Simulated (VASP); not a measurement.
Here is a VASP 6.6.1 calculation.

POSCAR

```
Nb
1.0
    2.5964445526      0.0000000000      0.0000000000
    0.0000000000      2.5964445526      0.0000000000
    0.0000000000      0.0000000000      2.5964445526
Nb
1
Direct
    0.0000000000      0.0000000000      0.0000000000
```

INCAR.step1

```
PREC = Accurate
ENCUT = 520
ISMEAR = -1
SIGMA = 0.1
LREAL = False
LASPH = True
NELM = 80
NBANDS = 12
GGA = PE
ALGO = Normal
EDIFF = 1E-4
LWAVE = True
LCHARG = False
```

Contents of INCAR.step2:

```
PREC = Accurate
ENCUT = 520
EDIFF = 1E-7
ISMEAR = -1
SIGMA = 0.1
LREAL = False
LASPH = True
NELM = 80
ALGO = Normal
ISIF = 2
LWAVE = False
LCHARG = False
METAGGA = R2SCAN
LMIXTAU = True
NBANDS = 12
ISTART = 1
```

The input KPOINTS:

```
regular mesh
0
Gamma
  13 13 13
```

Potentials or basis: VASP PAW PBE potentials, release 64 (Nb_sv).

Command:

```sh
$ cat potpaw_PBE.64/Nb_sv/POTCAR > POTCAR
$ cp INCAR.step1 INCAR
$ mpirun -np 1 vasp_std > vasp.out
$ cp INCAR.step2 INCAR
$ mpirun -np 1 vasp_std > vasp.out
```

(1) Estimate the pressure.

Results:

(1) 21.6 GPa.

Caveat: the PAW data sets were made with another functional, which shifts forces and pressure a little.
